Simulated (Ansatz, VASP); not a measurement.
FeGe in VASP and in Ansatz

The input INCAR:

```
PREC     = Accurate       # precision mode
ENCUT    = 600            # plane-wave cutoff, eV
EDIFF    = 1E-6           # SCF threshold, eV
ISMEAR   = -1             # smearing method
SIGMA    = 0.05           # smearing width, eV
LREAL    = False          # projectors in reciprocal space
LASPH    = True           # aspherical terms in the spheres
NELM     = 150            # most SCF steps
ALGO     = Fast           # electronic algorithm
ISIF     = 3              # what is computed and relaxed
LWAVE    = False          # write WAVECAR
LCHARG   = False          # write CHGCAR
ISPIN    = 2              # spin polarisation
MAGMOM   = 0 0 0 3 3 3    # initial moments
LORBIT   = 11             # projections on sites
LMAXMIX  = 4              # l up to which the mixer works
LDAU     = True           # DFT+U
LDAUTYPE = 2            
LDAUL    = -1 2           # shell
LDAUU    = 0 2            # U, eV
LDAUJ    = 0 0          
LDAUPRINT= 1            
IBRION   = 2              # ionic algorithm
NSW      = 60             # ionic steps
EDIFFG   = -0.01          # ionic threshold
```

The input KPOINTS:

```
Automatic mesh
0
Gamma
  6 6 7
```

File POSCAR:

```
FeGe
1.0
    4.9976023358      0.0000000000      0.0000000000
   -2.4988011679      4.3280505808      0.0000000000
    0.0000000000      0.0000000000      4.1157613500
Ge Fe
3 3
Direct
    0.6666666667      0.3333333333      0.5000000000
    0.3333333333      0.6666666667      0.5000000000
    0.0000000000      0.0000000000      0.0000000000
    0.0000000000      0.5000000000      0.0000000000
    0.5000000000      0.5000000000      0.0000000000
    0.5000000000      0.0000000000      0.0000000000
```

File input.yaml:

```yaml
crystal:
  lattice:
    - [4.9976023358, 0.0, 0.0]
    - [-2.4988011679, 4.3280505808, 0.0]
    - [0.0, 0.0, 4.11576135]
  atoms:
    - { symbol: Ge, position: [0.6666666667, 0.3333333333, 0.5] }
    - { symbol: Ge, position: [0.3333333333, 0.6666666667, 0.5] }
    - { symbol: Ge, position: [0.0, 0.0, 0.0] }
    - { symbol: Fe, position: [0.0, 0.5, 0.0], spin: 3.0 }
    - { symbol: Fe, position: [0.5, 0.5, 0.0], spin: 3.0 }
    - { symbol: Fe, position: [0.5, 0.0, 0.0], spin: 3.0 }
hamiltonian:
  xc: lda
  pseudopotentials: { kind: paw }
  hubbard: { sites: [{ species: Fe, l: d, u_eff: 2.0 }] }
magnetization:
  spin_polarized: true
kpoints:
  mp_grid: { grid: [6, 6, 7] }
scf:
  occupations: { method: fermi_dirac, width: 0.05 }
output:
  forces: true
  stress: true
  eigenvalues: true
relax:
  f_tol: 0.01
  max_steps: 40
  cell: { stress_tol: 0.05 }
```

Alike in both runs: task relaxation of cell and atoms; functional LDA; k mesh 6 × 6 × 7; occupations fermi-dirac, width 0.05 eV; collinear spin; Hubbard terms Fe d U = 2.0 eV.

|  | VASP | Ansatz |
| --- | --- | --- |
| version | VASP 6.6.1 | Ansatz 0.2.0 |
| potentials or method | VASP PAW LDA potentials, release 64 (Ge_d, Fe) | Ansatz PAW |
| plane-wave cutoff (eV) | 600 | 420 |
| valence electrons in the cell | 66 | 90 |

|  | VASP | Ansatz | Ansatz less VASP |
| --- | --- | --- | --- |
| gap on the k mesh at the Fermi level, each at its own relaxed structure (eV) | none | none | - |
| net moment per atom (μB) | 0.95 | 0.97 | +0.012 |
| size of the moment on the site where the two differ most (μB) | 0.10 | 0.08 | -0.019 |
| relaxed volume (Å³/atom) | 13.76 | 13.86 | +0.097 |
| relaxed length of the cell vector where the two differ most in proportion (Å) | 4.887 | 4.900 | +0.0127 |

LDA's correlation is that of Perdew and Zunger in VASP and of Perdew and Wang (1992) in Ansatz. Site moments also hang on the region over which each program counts them. The programs project onto different local orbitals, so the same U acts differently, and such runs can settle in different states. A gap of «none» marks a metal or a gap that the smearing closes. VASP's potentials hold 66 valence electrons a cell and Ansatz's 90, so a difference there can come from the potentials and not from the codes.

Noted on Ansatz's run: the magnetic or orbital state may not be the lowest; the plane-wave basis is chosen anew once the cell has moved, so the energies of steps on either side of that aren't comparable.
